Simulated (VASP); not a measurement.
WS2:

```
CELL_PARAMETERS angstrom
3.05066 0.00000 0.00000
0.00000 3.05066 0.00000
0.00000 0.00000 6.32415
ATOMIC_POSITIONS crystal
W 0.00000 0.00000 0.00000
S 0.50000 0.50000 0.28432
S 0.50000 0.50000 0.71568
```

| Item | Value |
| --- | --- |
| Program | VASP 6.6.1 |
| Task | relaxation of cell and atoms |
| Functional | PBE |
| Potentials or basis | VASP PAW PBE potentials, release 64 (W_sv, S) |
| Cutoff | 600 eV |
| k mesh | 6 × 6 × 4 |
| Occupations | gaussian, width 0.1 eV |
| Spin | no spin polarisation |

At the start: pressure -18.3 GPa; volume 19.62 Å³/atom.

Problem. How do energy, volume and symmetry change on relaxing?

Solution. Over 27 steps the energy falls by 677.5 meV/atom and the volume is 20.06 Å³/atom (+2.3 %); space group P4/mmm (No. 123, to 0.05 Å).

Step by step:
```csv
step,energy change (eV),largest force (eV/Å),pressure (GPa),volume (Å³)
1,0.0000,4.3555,-18.32,58.86
2,-0.2975,2.1455,53.73,41.62
3,-1.3956,2.4631,6.34,48.54
4,-1.4039,2.2119,9.02,47.95
5,-1.7536,0.2423,4.09,51.33
6,-1.7563,0.0349,4.34,51.05
7,-1.9119,0.7126,-3.74,55.08
8,-1.9132,0.7910,-4.38,55.51
9,-1.9680,0.2544,4.46,54.50
10,-1.9810,0.4044,1.66,54.81
11,-2.0055,0.0656,1.54,55.83
12,-2.0117,0.2115,1.54,56.67
13,-2.0182,0.2172,-2.25,59.14
14,-2.0209,0.0633,-0.96,58.25
15,-2.0261,0.1966,-0.01,58.57
16,-2.0263,0.1766,-0.16,58.52
17,-2.0278,0.0079,0.91,58.49
18,-2.0278,0.0189,0.74,58.49
19,-2.0293,0.0276,0.24,58.97
20,-2.0293,0.0373,0.13,59.07
21,-2.0302,0.0417,-0.27,59.41
22,-2.0303,0.0929,-0.54,59.64
23,-2.0308,0.0971,-0.39,59.70
24,-2.0313,0.1077,-0.01,59.86
25,-2.0318,0.0593,0.16,59.90
26,-2.0321,0.0123,0.41,59.96
27,-2.0324,0.0089,0.10,60.18
```

Final structure:
```
W S
1.0
     2.96207    0.00000    0.00000
     0.00000    2.96207    0.00000
     0.00000    0.00000    6.85956
W S
1 2
Cartesian
  0.0000 0.0000 0.0000
  1.4810 1.4810 1.4549
  1.4810 1.4810 5.4047
```

Caveat: this functional lacks dispersion, which binds the layers, so the pressure and a relaxed spacing across them are unreliable.
